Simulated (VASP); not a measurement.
Here is a VASP 6.6.1 calculation.

The input INCAR:

```
SYSTEM = WC
PREC     = Accurate       ! precision mode
ENCUT    = 520            ! plane-wave cutoff, eV
EDIFF    = 1E-6           ! SCF threshold, eV
ISMEAR   = -1             ! smearing method
SIGMA    = 0.15           ! smearing width, eV
LREAL    = .False.        ! projectors in reciprocal space
LASPH    = .True.         ! aspherical terms in the spheres
NELM     = 80             ! most SCF steps
ALGO     = Normal         ! electronic algorithm
ISIF     = 2              ! what is computed and relaxed
LWAVE    = .False.        ! write WAVECAR
LCHARG   = .True.         ! write CHGCAR
LELF     = .True.         ! ELF
LVHAR    = .True.       
NBANDS   = 16             ! bands
```

File KPOINTS:

```
Automatic mesh
0
Gamma
  8 8 8
  0 0 0
```

File POSCAR:

```
WC
1.0
    0.0000000000      2.1926800000      2.1926800000
    2.1926800000      0.0000000000      2.1926800000
    2.1926800000      2.1926800000      0.0000000000
W C
1 1
Direct
    1.0021885032      0.0141314968      0.9901214968
    0.4918800000      0.5087100000      0.5022500000
```

Potentials or basis: VASP PAW LDA potentials, release 64 (W_sv, C).

The run is started by

```bash
$ cat potpaw_LDA.64/W_sv/POTCAR potpaw_LDA.64/C/POTCAR > POTCAR
$ mpirun -np 1 vasp_std > vasp.out
```

Question: Estimate the band gap on the k mesh.

Answer: Zero (band 9 reaches 13.31 eV, above the bottom of band 10 at 10.22 eV).

Question: What does it give for the largest force?

Answer: 0.232 eV/Å.

Question: What does it give for the pressure?

Answer: -13.0 GPa.

Forces on the atoms (eV/Å):
```
W    0.090  0.024 -0.212
C   -0.090 -0.024  0.212
```

Caveat: spin-orbit coupling is left out, which moves the levels of the heavy elements.
